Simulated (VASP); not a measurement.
Al, 2 atoms in the cell. The structure is hexagonal, space group P6_3/mmc (No. 194). The conventional cell has a = 2.812 Å, b = 2.812 Å, c = 4.867 Å, α = 90.00°, β = 90.00°, γ = 120.00°. Within 3.7 Å of Al (site symmetry -6m2) lie 12 Al at 2.81 to 2.93 Å. This isn't the form of Al at room conditions, which is fcc.

```yaml
Program: VASP 6.6.1
Task: relaxation of cell and atoms
Functional: HF
Potentials_or_basis: VASP PAW PBE potentials, release 64 (Al)
Cutoff: 600 eV
k_mesh: 6 × 6 × 3
Occupations: fermi-dirac, width 0.05 eV
Spin: no spin polarisation
Dipole_correction: no
Grid_for_exact_exchange_PRECFOCK: Normal
Further_INCAR_settings: ALGO = Normal; EDIFF = 1e-06; IBRION = 2; EDIFFG = -0.01; NSW = 60; ISIF = 3
Share_of_exact_exchange: 1
```

Potentials or basis: VASP PAW PBE potentials, release 64 (Al).

The run is started by

```sh
$ cat potpaw_PBE.64/Al/POTCAR > POTCAR
$ cp INCAR.step1 INCAR
$ mpirun -np 1 vasp_std > vasp.out
$ cp INCAR.step2 INCAR
$ mpirun -np 1 vasp_std > vasp.out
```

Hardware: 1 thread of Intel(R) Xeon(R) Platinum 8488C (Sapphire Rapids), on a shared host.

Task: Estimate the wall time of this run.

Result: Wall time 18 min on 1 thread of Intel(R) Xeon(R) Platinum 8488C (Sapphire Rapids), on a shared host, peak memory 0.16 GiB. Counts: k points 14, ion steps 8.
